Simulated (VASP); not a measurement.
Wanted: the native input for a VASP 6.6.1 run.

```
Task                   : single point
Functional             : PBE
Potentials or basis    : VASP PAW PBE potentials, release 64 (Br)
Cutoff                 : 520 eV
k mesh                 : 15 × 15 × 14
Occupations            : fermi-dirac, width 0.1 eV
Spin                   : no spin polarisation
Dipole correction      : no
Further INCAR settings : ALGO = Normal; EDIFF = 1e-06; NBANDS = 10
```

The structure of Br lies in POSCAR:

```
Br
1.0
    3.9820846266      0.0000000000      0.0000000000
   -1.9910423133      3.4485864467      0.0000000000
    0.0000000000      0.0000000000      2.5988152346
Br
1
Direct
    0.0000000000      0.0000000000      0.0000000000
```

These files were run (other wordings do the same):

INCAR

```
SYSTEM = Br
ALGO = Normal ; EDIFF = 1E-6
ENCUT = 520 ; GGA = PE
ISIF = 2 ; ISMEAR = -1
LASPH = .True. ; LCHARG = .False.
LREAL = .False. ; LWAVE = .False.
NBANDS = 10 ; NELM = 60
PREC = Accurate ; SIGMA = 0.1
```

KPOINTS

```
k-points
0
Gamma
  15 15 14
  0 0 0
```

Potentials or basis: VASP PAW PBE potentials, release 64 (Br).

Launch:

```sh
$ cat potpaw_PBE.64/Br/POTCAR > POTCAR
$ mpirun -np 1 vasp_std > vasp.out
```

It gave:

| Item | Value |
| --- | --- |
| Pressure | 0.0 GPa |

Caveat: an odd number of electrons without spin polarisation forces a metal; a magnetic or distorted state may lie lower.

Wall time 64 s on 1 thread of Intel(R) Xeon(R) Platinum 8488C (Sapphire Rapids) (shared host), peak memory 0.2 GiB.
